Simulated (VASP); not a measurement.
Wanted: the native input for a VASP 6.6.1 run.

```
Task                   : electric field gradients
Functional             : PBE
Potentials or basis    : VASP PAW PBE potentials, release 64 (Be, S)
Cutoff                 : 520 eV
k mesh                 : 4 × 4 × 4
Occupations            : fermi-dirac, width 0.02 eV
Spin                   : no spin polarisation
Dipole correction      : no
Further INCAR settings : ALGO = Normal; EDIFF = 1e-08; NBANDS = 11
```

The structure of BeS lies in POSCAR:

```
BeS
1.0
    0.0000000000      2.4250000000      2.4250000000
    2.4250000000      0.0000000000      2.4250000000
    2.4250000000      2.4250000000      0.0000000000
Be S
1 1
Direct
    0.0000000000      0.0000000000      0.0000000000
    0.7500000000      0.7500000000      0.7500000000
```

These files were run (other wordings do the same):

INCAR

```
  PREC = Accurate
  ENCUT = 520
  EDIFF = 1E-8
  ISMEAR = -1
  SIGMA = 0.02
  LREAL = F
  LASPH = T
  NELM = 80
  ALGO = Normal
  ISIF = 2
  LWAVE = F
  LCHARG = F
  GGA = PE
  LEFG = T
  NBANDS = 11
```

KPOINTS

```
regular mesh
0
Gamma
  4 4 4
```

Potentials or basis: VASP PAW PBE potentials, release 64 (Be, S).

Command:

```bash
$ cat potpaw_PBE.64/Be/POTCAR potpaw_PBE.64/S/POTCAR > POTCAR
$ mpirun -np 1 vasp_std > vasp.out
```

It gave:

```
Pressure               : 2.1 GPa
Band gap on the k mesh : 3.10 eV, indirect (least direct gap 5.66 eV)
```

Caveat: the k points lie up to 0.56 Å⁻¹ apart; without QUAD_EFG the Cq values of the log hold for a quadrupole moment of 1 mb, not for the nuclei.

Run time: 5.3 s on 1 thread of Intel(R) Xeon(R) Platinum 8488C (Sapphire Rapids), with other jobs on the host, peak memory 0.14 GiB.
